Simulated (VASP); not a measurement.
# WC (Cmmm) in VASP: notebook, part 2 of 2

VASP 6.6.1.

### Step 4. Single point, BLYP+D3(BJ)

This run uses another cell than the first one, of 11.66 Å³/atom.

Contents of INCAR:

```
SYSTEM = WC
PREC = Accurate
ENCUT = 520
EDIFF = 1E-6
ISMEAR = -1
SIGMA = 0.05
LREAL = .FALSE.
LASPH = .TRUE.
NELM = 60
ALGO = Normal
ISIF = 2
LWAVE = .FALSE.
LCHARG = .TRUE.
GGA = B5
ALDAX = 1.0
AGGAX = 1.0
AGGAC = 1.0
ALDAC = 0.0
IVDW = 12
VDW_S6 = 1.0
VDW_S8 = 2.6996
VDW_A1 = 0.4298
VDW_A2 = 4.2359
LELF = .TRUE.
LVHAR = .TRUE.
NBANDS = 16
```

Contents of KPOINTS:

```
regular mesh
0
G
  10 10 6
  0 0 0
```

Contents of POSCAR:

```
WC
1.0
    1.4693286591     -2.6317283645      0.0000000000
    1.4693286591      2.6317283645      0.0000000000
    0.0000000000      0.0000000000      3.0147295265
W C
1 1
Direct
    0.5000000000      0.5000000000      0.5000000000
    0.0000000000      0.0000000000      0.0000000000
```

Potentials or basis: VASP PAW PBE potentials, release 64 (W_sv, C).

Command:

```console
$ cat potpaw_PBE.64/W_sv/POTCAR potpaw_PBE.64/C/POTCAR > POTCAR
$ mpirun -np 1 vasp_std > vasp.out
```

OUTCAR:

```text
SYSTEM = WC
   PREC = Accurate
   ENCUT = 520
   EDIFF = 1E-6
   ISMEAR = -1
   LREAL = .FALSE.
   LASPH = .TRUE.
   NELM = 60
   ISIF = 2
   GGA = B5
   IVDW = 12
 IVDW          = 12

 ion  position               nearest neighbor table
   1  0.500  0.500  0.500-   2 2.11   2 2.11   2 2.11   2 2.11
   2  0.000  0.000  0.000-   1 2.11   1 2.11   1 2.11   1 2.11

  LATTYP: Found a base centered orthorhombic cell.
 ALAT       =     2.9386573182
 B/A-ratio  =     1.7911093942
 C/A-ratio  =     1.0258867231

  Lattice vectors:

 A1 = (   1.4693286591,  -2.6317283645,   0.0000000000)
 A2 = (   1.4693286591,   2.6317283645,   0.0000000000)
 A3 = (   0.0000000000,   0.0000000000,   3.0147295265)

Analysis of symmetry for initial positions (statically):
=====================================================================
 Subroutine PRICEL returns:
 Original cell was already a primitive cell.

 Routine SETGRP: Setting up the symmetry group for a
 base centered orthorhombic supercell.

 Subroutine GETGRP returns: Found  8 space group operations
 (whereof  8 operations were pure point group operations)
 out of a pool of  8 trial point group operations.

The static configuration has the point symmetry D_2h.

Analysis of symmetry for dynamics (positions and initial velocities):
=====================================================================
 Subroutine PRICEL returns:
 Original cell was already a primitive cell.

 Routine SETGRP: Setting up the symmetry group for a
 base centered orthorhombic supercell.

 Subroutine GETGRP returns: Found  8 space group operations
 (whereof  8 operations were pure point group operations)
 out of a pool of  8 trial point group operations.

The dynamic configuration has the point symmetry D_2h.

 Subroutine INISYM returns: Found  8 space group operations
 (whereof  8 operations are pure point group operations),
 and found     1 'primitive' translations

----------------------------------------------------------------------------------------

                                     Primitive cell

  volume of cell :      23.3152

  direct lattice vectors                    reciprocal lattice vectors
     1.469328659 -2.631728364  0.000000000     0.340291464 -0.189989213  0.000000000
     1.469328659  2.631728364  0.000000000     0.340291464  0.189989213  0.000000000
     0.000000000  0.000000000  3.014729527     0.000000000  0.000000000  0.331704716

  length of vectors
     3.014120252  3.014120252  3.014729527     0.389736040  0.389736040  0.331704716

  position of ions in fractional coordinates (direct lattice)
     0.500000000  0.500000000  0.500000000
     0.000000000  0.000000000  0.000000000

  ion indices of the primitive-cell ions
   primitive index   ion index
                 1           1
                 2           2

----------------------------------------------------------------------------------------

 KPOINTS: regular mesh

Automatic generation of k-mesh.
 Grid dimensions read from file:
 generate k-points for:   10   10    6

 Generating k-lattice:

  Cartesian coordinates                     Fractional coordinates (reciprocal lattice)
     0.034029146 -0.018998921  0.000000000     0.100000000  0.000000000  0.000000000
     0.034029146  0.018998921  0.000000000     0.000000000  0.100000000  0.000000000
     0.000000000  0.000000000  0.055284119     0.000000000  0.000000000  0.166666667

  Length of vectors
     0.038973604  0.038973604  0.055284119

  Shift w.r.t. Gamma in fractional coordinates (k-lattice)
     0.000000000  0.000000000  0.000000000

 Subroutine IBZKPT returns following result:
 ===========================================

 Found    124 irreducible k-points:

 Following reciprocal coordinates:
            Coordinates               Weight
  0.000000  0.000000  0.000000      1.000000
  0.100000  0.000000  0.000000      4.000000
  0.200000  0.000000  0.000000      4.000000
  0.300000  0.000000  0.000000      4.000000
  0.400000 -0.000000  0.000000      4.000000
  0.500000 -0.000000  0.000000      2.000000
[... 16 lines left out ...]
  0.300000  0.300000  0.000000      2.000000
  0.400000  0.300000  0.000000      4.000000
 [... further k-points ...]
   k-points           NKPTS =    124   k-points in BZ     NKDIM =    124   number of bands    NBANDS=     16
   number of dos      NEDOS =    301   number of ions     NIONS =      2
   total plane-waves  NPLWV =  13824
   dimension x,y,z NGX =    24 NGY =   24 NGZ =   24
   dimension x,y,z NGXF=    48 NGYF=   48 NGZF=   48
   ions per type =               1   1
   NGX,Y,Z   is equivalent  to a cutoff of  13.24, 13.24, 13.23 a.u.
   NGXF,Y,Z  is equivalent  to a cutoff of  26.47, 26.47, 26.47 a.u.
 SYSTEM =  WC
   PREC   = accura    normal or accurate (medium, high low for compatibility)
   ISTART =      0    job   : 0-new  1-cont  2-samecut
   ICHARG =      2    charge: 1-file 2-atom 10-const
   ISPIN  =      1    spin polarized calculation?
   LNONCOLLINEAR =      F non collinear calculations
   LSORBIT =      F    spin-orbit coupling
   LASPH  =      T    aspherical Exc in radial PAW
   ENCUT  =  520.0 eV  38.22 Ry    6.18 a.u.   5.60  5.60  5.61*2*pi/ulx,y,z
   NELM   =     60;   NELMIN=  2; NELMDL= -5     # of ELM steps
   EDIFF  = 0.1E-05   stopping-criterion for ELM
   LREAL  =      F    real-space projection
   EDIFFG = 0.1E-04   stopping-criterion for IOM
   NSW    =      0    number of steps for IOM
   IBRION =     -1    ionic relax: 0-MD 1-quasi-New 2-CG
   NFREE  =      0    steps in history (QN), initial steepest desc. (CG)
   ISIF   =      2    stress and relaxation
   ISYM   =      2    0-nonsym 1-usesym 2-fastsym
   POTIM  = 0.5000    time-step for ionic-motion
   TEBEG  =    0.0;   TEEND  =   0.0 temperature during run
   PSTRESS=    0.0 pullay stress
   NELECT =      18.0000    total number of electrons
   NUPDOWN=      -1.0000    fix difference up-down
   EMIN   =  10.00;   EMAX   =-10.00  energy-range for DOS
   EFERMI =   0.00;   METHOD = LEGACY
   ISMEAR =    -1;   SIGMA  =   0.05  broadening in eV -4-tet -1-fermi 0-gaus
   EFERMI_NEDOS =   21; number of points for ismear=-14 and -15
   IALGO  =     38    algorithm
   IMIX   =      4    mixing-type and parameters
     AMIX     =   0.40;   BMIX     =  1.00
     AMIX_MAG =   1.60;   BMIX_MAG =  1.00
  volume/ion in A,a.u.               =      11.66        78.67
  Fermi-wavevector in a.u.,A,eV,Ry     =   1.501826  2.838039 30.687676  2.255481
  Thomas-Fermi vector in A             =   2.613146
   LORBIT       =      0    0 simple, 1 ext, 2 COOP (PROOUT), +10 PAW based schemes
   GGA     = B5    functional components
   LHFCALC =     F    Hartree Fock is set to
   AEXX    =    0.0000 exact exchange contribution
   IVDW    =    12    specifies the selected vdW correction
   LEPSILON=     F    determine dielectric tensor
   LRPA    =     F    only Hartree local field effects (RPA)
 non-spin polarized calculation
  energy-cutoff  :      520.00
  volume of cell :       23.32
 maximum number of plane-waves:       644
   NGX = 11   NGY = 11   NGZ = 11

 number of electron      18.0000000 magnetization

 Free energy of the ion-electron system (eV)
  ---------------------------------------------------
  ext. energy  EPLUGINS =         0.00000000
  ---------------------------------------------------
  free energy    TOTEN  =       -18.39293592 eV

  energy without entropy =      -18.38132834  energy(sigma->0) =      -18.38713213

 E-fermi :  10.6316     XC(G=0): -12.3971

 val. band max:       10.6098725307   @ k =  -0.3000   0.3000   0.1667
 cond. band min:      10.6327344314   @ k =   0.3000   0.1000   0.1667
 fundamental gap:      0.0228619007
 Fermi energy:        10.6316039184

 k-point     1 :       0.0000    0.0000    0.0000
  band No.  band energies     occupation
      1     -63.4899      2.00000
      2     -27.9227      2.00000
      3     -27.7785      2.00000
      4     -27.6050      2.00000
      5      -3.6844      2.00000
      6       6.0465      2.00000
[... 8 lines left out ...]
     15      25.3657      0.00000
     16      26.8437      0.00000
[... 419 lines left out ...]
 k-point    24 :       0.4000    0.3000    0.0000
  band No.  band energies     occupation
      1     -63.4451      2.00000
      2     -28.2308      2.00000
      3     -27.9830      2.00000
      4     -27.8259      2.00000
      5      -0.3183      2.00000
      6       4.3681      2.00000
[... 8 lines left out ...]
     15      22.9433      0.00000
     16      25.0626      0.00000

 [... further k-points ...]

------------------------ aborting loop because EDIFF is reached ----------------------------------------

 Edisp (eV)   -1.91241

 E8    (eV) :    -1.4373

  FORCE on cell =-STRESS in cart. coord.  units (eV):
  Direction    XX          YY          ZZ          XY          YZ          ZX
  --------------------------------------------------------------------------------------
  -------------------------------------------------------------------------------------
  Total       0.37155     0.09408     0.34969     0.00000     0.00000     0.00000
  in kB      25.53230     6.46527    24.03025     0.00000     0.00000     0.00000
  external pressure =       18.68 kB  Pullay stress =        0.00 kB

 VOLUME and BASIS-vectors are now :
 -----------------------------------------------------------------------------
  energy-cutoff  :      520.00
  volume of cell :       23.32
      direct lattice vectors                 reciprocal lattice vectors
     1.469328659 -2.631728364  0.000000000     0.340291464 -0.189989213  0.000000000
     1.469328659  2.631728364  0.000000000     0.340291464  0.189989213  0.000000000
     0.000000000  0.000000000  3.014729527     0.000000000  0.000000000  0.331704716

 POSITION                                       TOTAL-FORCE (eV/Angst)
 -----------------------------------------------------------------------------------
      1.46933      0.00000      1.50736         0.000000      0.000000      0.000000
      0.00000      0.00000      0.00000         0.000000     -0.000000      0.000000
 -----------------------------------------------------------------------------------
    total drift:                                0.000000     -0.000000     -0.000000

  FREE ENERGIE OF THE ION-ELECTRON SYSTEM (eV)
  ---------------------------------------------------
  free  energy   TOTEN  =       -20.3053446227 eV

  energy  without entropy=      -20.2937370440  energy(sigma->0) =      -20.29954083
```

stdout:

```text
POSCAR found type information on POSCAR W C
 POSCAR found :  2 types and       2 ions
 scaLAPACK will be used
 -----------------------------------------------------------------------------
|                                                                             |
|                                                                             |
|     You enforced a specific xc type in the INCAR file but a different       |
|     I HOPE YOU KNOW WHAT YOU ARE DOING!                                     |
|                                                                             |
 -----------------------------------------------------------------------------

 LDA part: xc-table for (Slater(with rela. corr.)+VWN5), standard interpolation
 POSCAR, INCAR and KPOINTS ok, starting setup
 FFT: planning ... GRIDC
 FFT: planning ... GRID_SOFT
 FFT: planning ... GRID
 WAVECAR not read
 entering main loop
```

It took 45 s on 1 thread of Intel Xeon 8259CL, shared host; peak memory 0.18 GiB.

What came out:

```
Free energy                : -20.3053 eV
Pressure                   : 1.9 GPa
Band gap on the k mesh     : zero (bands 9 and 10 overlap by 3.34 eV)
Dispersion energy per atom : -0.956 eV
```

Stress tensor (GPa, compression positive):
```
2.55 0.00 0.00
0.00 0.65 0.00
0.00 0.00 2.40
```

Caveat: the PAW data sets were made with another functional, which shifts forces and pressure a little; spin-orbit coupling is left out, which moves the levels of the heavy elements.

### Step 5. Single point, BLYP+D4

This run uses another cell than the first one, of 11.88 Å³/atom.

Contents of INCAR:

```
  PREC = Accurate
  ENCUT = 520
  EDIFF = 1E-6
  ISMEAR = -1
  SIGMA = 0.05
  LREAL = False
  LASPH = True
  NELM = 100
  ALGO = Normal
  ISIF = 2
  LWAVE = False
  LCHARG = False
  GGA = B5
  ALDAX = 1.0
  AGGAX = 1.0
  AGGAC = 1.0
  ALDAC = 0.0
  IVDW = 13
  VDW_S6 = 1.0
  VDW_S8 = 2.34076671
  VDW_A1 = 0.44488865
  VDW_A2 = 4.0933009
  NBANDS = 16
```

Contents of KPOINTS:

```
Automatic mesh
0
Gamma
  10 10 6
```

Contents of POSCAR:

```
WC
1.0
    1.4655091161     -2.6869026847      0.0000000000
    1.4655091161      2.6869026847      0.0000000000
    0.0000000000      0.0000000000      3.0176621173
W C
1 1
Direct
    0.5000000000      0.5000000000      0.5000000000
    0.0000000000      0.0000000000      0.0000000000
```

Command:

```console
$ cat potpaw_PBE.64/W_sv/POTCAR potpaw_PBE.64/C/POTCAR > POTCAR
$ mpirun -np 1 vasp_std > vasp.out
```

Run time: 54 s. Hardware: 1 thread of Intel Xeon 8259CL, shared host; peak memory 0.17 GiB.

Results (log left out):

- Free energy: -20.0749 eV
- Pressure: 1.8 GPa
- Band gap on the k mesh: zero (bands 9 and 10 overlap by 3.46 eV)
- Dispersion energy per atom: -0.824 eV

Stress tensor (GPa, compression positive):
```
2.51 0.00 0.00
0.00 0.58 0.00
0.00 0.00 2.36
```

Levels at points of the mesh, in eV from the Fermi level:
```csv
k point,band 5,band 6,band 7,band 8,band 9,band 10,band 11,band 12,band 13,band 14
"(0.00, 0.00, 0.00)",-14.16,-4.47,-2.56,-1.00,-0.71,0.12,0.32,1.41,2.26,9.06
"(0.50, 0.00, 0.00)",-9.88,-8.01,-5.80,-5.67,1.42,2.46,3.53,4.80,5.47,10.42
"(0.50, 0.50, 0.00)",-12.58,-5.22,-3.85,-0.70,-0.56,-0.37,0.95,2.94,4.09,8.33
"(0.00, 0.00, 0.50)",-10.73,-8.48,-4.87,-2.41,-1.45,-0.19,2.54,3.71,8.68,10.97
"(0.50, 0.00, 0.50)",-12.16,-3.83,-3.44,-2.88,-1.31,-0.29,3.01,3.81,7.42,8.20
"(0.50, 0.50, 0.50)",-9.12,-7.73,-7.05,-5.53,2.51,2.69,3.19,5.30,5.46,10.13
```

Caveat: the PAW data sets were made with another functional, which shifts forces and pressure a little; spin-orbit coupling is left out, which moves the levels of the heavy elements.

### Step 6. Single point, PBE

Contents of INCAR:

```
  PREC = Accurate
  ENCUT = 520
  EDIFF = 1E-6
  ISMEAR = 0
  SIGMA = 0.028999999999999998
  LREAL = False
  LASPH = True
  NELM = 100
  ALGO = Normal
  ISIF = 2
  LWAVE = False
  LCHARG = False
  GGA = PE
  NBANDS = 16
```

KPOINTS is that of step 5.

Contents of POSCAR:

```
WC
1.0
    1.6403461100     -2.1180379000      0.0000000000
    1.6403461100      2.1180379000      0.0000000000
    0.0000000000      0.0000000000      4.3094211000
W C
1 1
Direct
    0.5000000000      0.5000000000      0.5000000000
    0.0000000000      0.0000000000      0.0000000000
```

Potentials or basis: VASP PAW PBE potentials, release 64 (W_sv, C).

Command:

```console
$ cat potpaw_PBE.64/W_sv/POTCAR potpaw_PBE.64/C/POTCAR > POTCAR
$ mpirun -np 1 vasp_std > vasp.out
```

Run time: 63 s. Hardware: 1 thread of Intel Xeon 8259CL, shared host; peak memory 0.18 GiB.

The run converged. Its results:

- Free energy: -16.7002 eV
- Pressure: -31.9 GPa
- Band gap on the k mesh: zero (bands 9 and 10 overlap by 4.08 eV)

Stress tensor (GPa, compression positive):
```
-35.01   0.00   0.00
  0.00  -2.00   0.00
  0.00   0.00 -58.81
```

Levels at points of the mesh, in eV from the Fermi level:
| k point | band 7 | band 8 | band 9 | band 10 | band 11 | band 12 |
| --- | --- | --- | --- | --- | --- | --- |
| (0.00, 0.00, 0.00) | -3.41 | -3.21 | 1.81 | 2.06 | 2.09 | 2.65 |
| (0.50, 0.00, 0.00) | -4.81 | -3.70 | 1.85 | 1.87 | 2.58 | 3.50 |
| (0.50, 0.50, 0.00) | -3.31 | -2.61 | -0.90 | -0.74 | -0.20 | 0.99 |
| (0.00, 0.00, 0.50) | -3.38 | -2.68 | 0.20 | 2.03 | 2.59 | 3.66 |
| (0.50, 0.00, 0.50) | -3.94 | -2.49 | -0.68 | 0.21 | 2.21 | 2.35 |
| (0.50, 0.50, 0.50) | -5.02 | -2.88 | 0.21 | 1.07 | 2.64 | 3.62 |

Caveat: the stress differs along the axes, from -59 to -2 GPa; spin-orbit coupling is left out, which moves the levels of the heavy elements.

### Step 7. Overview

```csv
level,cell,k mesh,smearing,grid for exact exchange (PRECFOCK),share of exact exchange,screening parameter,gap on the mesh (eV),pressure (GPa)
HSE06,"a = 2.679, b = 2.679, c = 4.309 Å, angles 90.0, 90.0, 104.5°, 2 atoms",5 × 5 × 3,fermi-dirac 0.05 eV,Normal,0.25,0.2079 1/Å,none,-40.9
PBE-based screened hybrid with 25 % exact exchange,"a = 2.679, b = 2.679, c = 4.309 Å, angles 90.0, 90.0, 104.5°, 2 atoms",5 × 5 × 3,fermi-dirac 0.05 eV,Normal,0.25,0.3 1/Å,none,-40.1
BLYP+D3(BJ),"a = 3.014, b = 3.014, c = 3.015 Å, angles 90.0, 90.0, 121.6°, 2 atoms",10 × 10 × 6,fermi-dirac 0.05 eV,-,-,-,none,1.9
BLYP+D4,"a = 3.061, b = 3.061, c = 3.018 Å, angles 90.0, 90.0, 122.8°, 2 atoms",10 × 10 × 6,fermi-dirac 0.05 eV,-,-,-,none,1.8
PBE,"a = 2.679, b = 2.679, c = 4.309 Å, angles 90.0, 90.0, 104.5°, 2 atoms",10 × 10 × 6,gaussian 0.029 eV,-,-,-,none,-31.9
```

Alike in all rows: task single point; potentials or basis VASP PAW PBE potentials, release 64 (W_sv, C); no spin polarisation; cutoff (eV) 520.

Caveats: some runs use coarse meshes; spin-orbit coupling is left out, which moves the levels of the heavy elements; the PAW data sets were made with another functional, which shifts forces and pressure a little (at least some runs); the stress differs along the axes, from -59 to -2 GPa (at least some runs).

Absolute energies hang on the potentials; compare differences alone.

The gap in the log of VASP goes by the Fermi energy; the results here count the filled bands.